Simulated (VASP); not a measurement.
Runs of VASP 6.6.1 on Pb. The structure is that of space group P6_3/mmc (No. 194), or close to it. The cells are those of the table. This isn't the form of Pb at room conditions, which is fcc.

```csv
cell,k mesh,gap on the mesh (eV),pressure (GPa)
"a = 3.491, b = 3.491, c = 11.333 Å, angles 90.0, 90.0, 120.0°, 4 atoms",10 × 10 × 3,none,-0.1
"a = 3.346, b = 3.346, c = 10.860 Å, angles 90.0, 90.0, 120.0°, 4 atoms",12 × 12 × 4,none,8.4
"a = 3.396, b = 3.396, c = 11.022 Å, angles 90.0, 90.0, 120.0°, 4 atoms",12 × 12 × 4,none,(a)
"a = 3.444, b = 3.444, c = 11.180 Å, angles 90.0, 90.0, 120.0°, 4 atoms",12 × 12 × 4,none,2.2
```

Alike in all rows: task single point; level PBEsol; potentials or basis VASP PAW PBE potentials, release 64 (Pb_d); no spin polarisation; cutoff (eV) 520; smearing fermi-dirac 0.1 eV.

Fill in the values left out.

(a) 5.0.

Caveats: the PAW data sets were made with another functional, which shifts forces and pressure a little; spin-orbit coupling is left out, which moves the levels of the heavy elements; the cell stands under pressure (at least some runs).

A k mesh can miss the band edges, and the runs leave out spin-orbit coupling on Pb.

A gap of «none» marks levels without a gap at the run's occupations.
